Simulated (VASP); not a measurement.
# ZnS (P1) in VASP: notebook, part 2 of 2

VASP 6.6.1. The steps go on from the part before.

## 4. Single point, PBE

INCAR

```
SYSTEM = ZnS
ALGO = Normal
EDIFF = 1E-6
ENCUT = 520
GGA = PE
ISIF = 2
ISMEAR = -1
LASPH = .TRUE.
LCHARG = .FALSE.
LREAL = Auto
LWAVE = .FALSE.
NBANDS = 86
NELM = 60
PREC = Accurate
SIGMA = 0.2241
```

KPOINTS

```
Automatic mesh
0
Gamma
  2 2 2
  0.5 0.5 0.5
```

POSCAR

```
ZnS
1.0
   -5.5839128285      5.5839128285      0.0000000000
   -5.5839128285      0.0000000000      5.5839128285
    0.0000000000      5.5839128285      5.5839128285
Zn S
8 8
Direct
    0.0205241385      0.0256563819     -0.0483503250
    0.5464052885      0.0189948345     -0.0294838951
    0.0320946092      0.4733314400      0.0026066847
   -0.0249155036      0.0872544065      0.4553982267
    0.6269704789      0.4984507433     -0.0980549870
    0.4936291244     -0.0102700385      0.5591632778
    0.0325584416      0.5849085758      0.3706383970
    0.4939448528      0.5435652549      0.4227911632
    0.7055793350      0.6344172283      0.0654421928
    0.2295299979      0.6569652164      0.0094690769
    0.6815886309      0.1647492589      0.0553240191
    0.6687222947      0.6740755301      0.5219936431
    0.1765451092      0.0666814672      0.1420528086
    0.1391695257      0.6804935207      0.5668708659
    0.6195426229      0.1931237168      0.5748001623
    0.1268758166      0.1976942574      0.6013606593
```

Potentials or basis: VASP PAW PBE potentials, release 64 (Zn, S).

Command:

```sh
$ cat potpaw_PBE.64/Zn/POTCAR potpaw_PBE.64/S/POTCAR > POTCAR
$ mpirun -np 1 vasp_std > vasp.out
```

OUTCAR:

```text
SYSTEM = ZnS
   EDIFF = 1E-6
   ENCUT = 520
   GGA = PE
   ISIF = 2
   ISMEAR = -1
   LASPH = .TRUE.
   LREAL = Auto
   NELM = 60
   PREC = Accurate

 ion  position               nearest neighbor table
   1  0.021  0.026  0.952-  11 2.19  16 2.29  10 2.46  13 2.57
   2  0.546  0.019  0.971-  11 2.37  13 2.44   9 2.49  15 2.58
   3  0.032  0.473  0.003-   9 2.14  13 2.62  10 2.64  14 2.84
   4  0.975  0.087  0.455-  13 2.21  15 2.29  14 2.63  16 2.64
   5  0.627  0.498  0.902-  11 2.19   9 2.46  12 2.52  10 2.57
   6  0.494  0.990  0.559-  12 2.26  15 2.35  16 2.45
[... 1619 lines left out ...]
  Total       -5.4942881     -6.8823064     -5.6171935      0.9360366     -1.7669612      2.9781201
  in kB      -25.2799450    -31.6664008    -25.8454488      4.3068281     -8.1300217     13.7027238
  external PRESSURE =     -27.5972649 kB  Pullay stress =       0.0000000 kB

 VOLUME and BASIS-vectors are now :
 -----------------------------------------------------------------------------
  energy-cutoff  :      520.00
  volume of cell :      348.21
      direct lattice vectors                 reciprocal lattice vectors
    -5.583912828  5.583912828  0.000000000    -0.089542945  0.089542945 -0.089542945
    -5.583912828  0.000000000  5.583912828    -0.089542945 -0.089542945  0.089542945
     0.000000000  5.583912828  5.583912828     0.089542945  0.089542945  0.089542945

 POSITION                                       TOTAL-FORCE (eV/Angst)
 -----------------------------------------------------------------------------------
     -0.25787      5.42853      5.45719        -0.371970      0.992904     -0.600020
     -3.15715      8.47036      5.52534        -0.235039     -0.131348      0.154955
     -2.82225      0.19377      2.65760        -1.586456      1.174759     -1.530448
     -5.93201      7.98769      3.03012         0.318610      1.528114      0.285837
     -6.28425      8.53733      7.81969        -0.494992     -1.059119      0.545777
     -8.28295      5.87870      8.64888        -0.316294     -1.139378      0.195746
[... 8 lines left out ...]
     -4.53786      6.66911      4.28802         0.792114      1.029255     -0.185198
     -1.81237      4.06641      4.46185        -0.367185     -0.385987     -1.339835
 -----------------------------------------------------------------------------------
    total drift:                               -0.000564      0.006163      0.002829

  FREE ENERGIE OF THE ION-ELECTRON SYSTEM (eV)
  ---------------------------------------------------
  free  energy   TOTEN  =       -51.2008274485 eV

  energy  without entropy=      -51.1593692110  energy(sigma->0) =      -51.18009833
```

OSZICAR:

```text
N       E                     dE             d eps       ncg     rms          rms(c)
DAV:   1     0.128912066071E+04    0.12891E+04   -0.63106E+04  2752   0.195E+03
DAV:   2     0.170325081626E+03   -0.11188E+04   -0.10764E+04  2752   0.477E+02
DAV:   3    -0.398499364930E+02   -0.21018E+03   -0.20242E+03  3062   0.178E+02
DAV:   4    -0.551196162702E+02   -0.15270E+02   -0.15126E+02  3168   0.475E+01
DAV:   5    -0.554781915712E+02   -0.35858E+00   -0.35759E+00  3104   0.742E+00    0.180E+01
DAV:   6    -0.510625649891E+02    0.44156E+01   -0.83045E+00  4100   0.454E+01    0.140E+01
DAV:   7    -0.513023806040E+02   -0.23982E+00   -0.98850E+00  3208   0.111E+01    0.683E+00
DAV:   8    -0.512089737497E+02    0.93407E-01   -0.13987E+00  3474   0.155E+01    0.260E+00
DAV:   9    -0.511985538386E+02    0.10420E-01   -0.21537E-01  3464   0.807E+00    0.624E-01
DAV:  10    -0.511986764499E+02   -0.12261E-03   -0.53869E-02  3474   0.259E+00    0.367E-01
DAV:  11    -0.512001880097E+02   -0.15116E-02   -0.16424E-02  3048   0.936E-01    0.274E-01
DAV:  12    -0.512006294572E+02   -0.44145E-03   -0.25260E-03  3570   0.667E-01    0.135E-01
DAV:  13    -0.512007989395E+02   -0.16948E-03   -0.89784E-04  3008   0.242E-01    0.446E-02
DAV:  14    -0.512008204992E+02   -0.21560E-04   -0.24679E-04  3480   0.193E-01    0.219E-02
DAV:  15    -0.512008256306E+02   -0.51313E-05   -0.38782E-05  3080   0.828E-02    0.118E-02
DAV:  16    -0.512008272548E+02   -0.16242E-05   -0.12432E-05  3000   0.236E-02    0.709E-03
DAV:  17    -0.512008274485E+02   -0.19373E-06   -0.20897E-06  1928   0.214E-02
   1 F= -.51200827E+02 E0= -.51180098E+02  d E =-.414582E-01
```

stdout:

```text
POSCAR found type information on POSCAR ZnS
 POSCAR found :  2 types and      16 ions
 scaLAPACK will be used
 LDA part: xc-table for (Slater+PW92), standard interpolation
 POSCAR, INCAR and KPOINTS ok, starting setup
 FFT: planning ... GRIDC
 FFT: planning ... GRID_SOFT
 FFT: planning ... GRID
 WAVECAR not read
 entering main loop
```

It took 28 min on 1 thread of Intel Xeon 8259CL, shared host; peak memory 0.64 GiB.

What came out:

```
Free energy            : -51.2008 eV
Pressure               : -2.8 GPa
Largest force          : 2.498 eV/Å
Band gap on the k mesh : 1.72 eV (least direct gap 1.74 eV)
```

Forces in eV/Å, atoms in the order of the input:
```
Zn  -0.372  0.993 -0.600
Zn  -0.235 -0.131  0.155
Zn  -1.586  1.175 -1.530
Zn   0.319  1.528  0.286
Zn  -0.495 -1.059  0.546
Zn  -0.316 -1.139  0.196
Zn  -0.448  1.009  0.313
Zn  -0.263 -0.284  0.764
S    0.853 -1.633  0.947
S    1.169 -0.196  0.437
S    1.715  0.101  0.229
S    0.435  0.573  0.186
S   -1.827 -1.637 -0.328
S    0.626  0.057 -0.075
S    0.792  1.029 -0.185
S   -0.367 -0.386 -1.340
```

Caveat: the atoms stand as in a frame of molecular dynamics; a shifted mesh leaves out Γ, where band edges can lie; forces of over 1 eV/Å act on the atoms, so gaps and moduli don't describe the material at rest. A k mesh can miss the band edges.

## 5. Summary

| cell | gap on the mesh (eV) | pressure (GPa) | largest force (eV/Å) |
| --- | --- | --- | --- |
| as given, atomic positions A | 1.84 | -2.8 | 2.57 |
| as given, atomic positions B | 1.80 | -2.7 | 3.02 |
| as given, atomic positions C | 1.72 | -2.8 | 2.50 |

Alike in all rows: task single point; level PBE; potentials or basis VASP PAW PBE potentials, release 64 (Zn, S); no spin polarisation; k mesh 2 × 2 × 2, shifted; cutoff (eV) 520; smearing fermi-dirac 0.2241 eV.

Caveats: the atoms stand as in a frame of molecular dynamics; a shifted mesh leaves out Γ, where band edges can lie; forces of over 1 eV/Å act on the atoms, so gaps and moduli don't describe the material at rest.

Absolute energies hang on the potentials; compare differences alone.
